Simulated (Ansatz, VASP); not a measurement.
One calculation of GaSb, two programs

File INCAR:

```
ALGO     = Normal         # electronic algorithm
EDIFF    = 1E-6           # SCF threshold, eV
ENCUT    = 520            # plane-wave cutoff, eV
GGA      = PS             # functional
ISIF     = 2              # what is computed and relaxed
ISMEAR   = 0              # smearing method
LASPH    = True           # aspherical terms in the spheres
LCHARG   = True           # write CHGCAR
LELF     = True           # ELF
LREAL    = False          # projectors in reciprocal space
LVHAR    = True         
LWAVE    = False          # write WAVECAR
NBANDS   = 16             # bands
NELM     = 80             # most SCF steps
PREC     = Accurate       # precision mode
SIGMA    = 0.15           # smearing width, eV
```

File KPOINTS:

```
k-points
0
Gamma
  14 14 14
```

File POSCAR:

```
GaSb
1.0
    0.0000000000      3.0590000000      3.0590000000
    3.2195975000      0.0000000000      3.0590000000
    3.2195975000      3.0590000000      0.0000000000
Ga Sb
1 1
Direct
    0.0000000000      0.0000000000      0.0000000000
    0.7500000000      0.7500000000      0.7500000000
```

Input for Ansatz:

```yaml
crystal:
  lattice:
    - [0.0, 3.059, 3.059]
    - [3.2195975, 0.0, 3.059]
    - [3.2195975, 3.059, 0.0]
  atoms:
    - { symbol: Ga, position: [0.0, 0.0, 0.0] }
    - { symbol: Sb, position: [0.75, 0.75, 0.75] }
basis:
  ecutwfc: 420
kpoints:
  mp_grid: { grid: [14, 14, 14] }
hamiltonian:
  xc: pbesol
scf:
  occupations: { method: gaussian, width: 0.15 }
output:
  forces: true
  stress: true
  eigenvalues: true
```

Change from the starting cell: strain +0.0525 x Voigt [1, 0, 0, 0, 0, 0], atoms carried along.

Alike in both runs: task single point; functional PBEsol; k mesh 14 × 14 × 14; occupations gaussian, width 0.15 eV; no spin polarisation.

```csv
,VASP,Ansatz
version,VASP 6.6.1,Ansatz 0.2.0
potentials or method,"VASP PAW PBE potentials, release 64 (Ga_d, Sb), cutoff 520 eV","scalar-relativistic, plane waves, PAW"
valence electrons in the cell,18,28
```

Ansatz gave:

* gap on the k mesh at the Fermi level (eV): none
* pressure (GPa): -2.5
* traceless stress, the component that is largest in VASP (GPa): -1.58

Question: Estimate VASP's values.

Answer: gap on the k mesh at the Fermi level (eV): none; pressure (GPa): -2.4; traceless stress, the component that is largest in VASP (GPa): -1.58.

VASP's potentials were made for PBE, not for PBEsol. A gap of «none» marks a metal or a gap that the smearing closes. With one functional, cell and mesh, what is left measures potentials, basis and numerics. VASP's potentials hold 18 valence electrons a cell and Ansatz's 28, so a difference there can come from the potentials and not from the codes.

Neither program's run includes spin-orbit coupling.
